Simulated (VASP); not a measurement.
**BaTiO3: single point with PBEsol+U**

BaTiO3:

```
CELL_PARAMETERS angstrom
3.98550 0.00000 0.00000
0.00000 2.83690 2.84515
0.00000 -2.83690 2.84515
ATOMIC_POSITIONS crystal
Ba 0.00000 0.00000 0.00000
Ti 0.50000 0.51240 0.51240
O 0.50000 0.99184 0.50524
O 0.50000 0.50524 0.99184
O 0.00000 0.48740 0.48740
```

```
Program                : VASP 6.6.1
Task                   : single point
Functional             : PBEsol
Potentials or basis    : VASP PAW PBE potentials, release 64 (Ba_sv, Ti_sv, O_h)
Cutoff                 : 910 eV
k mesh                 : 7 × 7 × 7
Occupations            : fermi-dirac, width 0.05 eV
Spin                   : no spin polarisation
Hubbard terms          : Ti d U = 2.0 eV
Dipole correction      : no
Further INCAR settings : ALGO = Normal; EDIFF = 1e-06; NBANDS = 28
```

```json
{
  "Pressure": "-0.8 GPa",
  "Largest force": "0.228 eV/Å",
  "Band gap on the k mesh": "2.10 eV (least direct gap 2.25 eV)"
}
```

Forces in eV/Å, atoms in the order of the input:
```
Ba   0.000  0.000  0.160
Ti   0.000  0.000 -0.102
O    0.000  0.114 -0.143
O    0.000 -0.114 -0.143
O    0.000  0.000  0.228
```

Stress tensor (GPa, compression positive):
```
-0.67  0.00  0.00
 0.00 -0.52  0.00
 0.00  0.00 -1.17
```

Levels at points of the mesh, in eV from the valence-band top:
| k point | band 16 | band 17 | band 18 | band 19 | band 20 | band 21 | band 22 | band 23 | band 24 | band 25 |
| --- | --- | --- | --- | --- | --- | --- | --- | --- | --- | --- |
| (0.00, 0.00, 0.00) | -1.09 | -1.04 | -0.28 | -0.19 | -0.15 | 2.10 | 2.15 | 2.30 | 4.13 | 4.18 |

Eigenvalues of the final occupation matrices:
| site | spin | trace | eigenvalues |
| --- | --- | --- | --- |
| site 2 d | 1 | 0.84 | 0.12 0.12 0.12 0.24 0.25 |
| site 2 d | 2 | 0.84 | 0.12 0.12 0.12 0.24 0.25 |

Run time: 2.3 min on 1 thread of Intel(R) Xeon(R) 6975P-C (Granite Rapids), with other jobs on the host, peak memory 0.42 GiB.

Caveat: the cutoff is under 1.25 times the usual one of these potentials, so pressure, stress and relaxed cells hold a basis-set (Pulay) error; the PAW data sets were made with another functional, which shifts forces and pressure a little; spin-orbit coupling is left out, which moves the levels of the heavy elements; an odd mesh through Γ misses points on the zone boundary, where band edges can lie.
